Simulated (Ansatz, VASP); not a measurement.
# Al3Cu2 in VASP and in Ansatz

```
CELL_PARAMETERS angstrom
4.22154 0.00000 0.00000
-2.11077 3.65596 0.00000
0.00000 0.00000 4.92195
ATOMIC_POSITIONS crystal
Al 0.00000 0.00000 0.00000
Al 0.33333 0.66667 0.35299
Al 0.66667 0.33333 0.64701
Cu 0.33333 0.66667 0.84672
Cu 0.66667 0.33333 0.15328
```

Alike in both runs: task single point; functional PBEsol; k mesh 12 × 12 × 8; occupations gaussian, width 0.1 eV; no spin polarisation.

|  | VASP | Ansatz |
| --- | --- | --- |
| version | VASP 6.6.1 | Ansatz 0.2.0 |
| potentials or method | VASP PAW PBE potentials, release 64 (Al, Cu), cutoff 520 eV | scalar-relativistic, plane waves, PAW |
| valence electrons in the cell | 31 | 47 |

VASP gave:

| Property | Result |
| --- | --- |
| gap on the k mesh at the Fermi level (eV) | none |
| pressure (GPa) | -5.4 |
| traceless stress, the component that is largest in VASP (GPa) | 4.38 |

Which values does Ansatz return?

gap on the k mesh at the Fermi level (eV): none; pressure (GPa): -4.4; traceless stress, the component that is largest in VASP (GPa): 4.35.

VASP's potentials were made for PBE, not for PBEsol. A gap of «none» marks a metal or a gap that the smearing closes. VASP's potentials hold 31 valence electrons a cell and Ansatz's 47, so a difference there can come from the potentials and not from the codes. Ansatz's warnings: stress scf threshold loose.
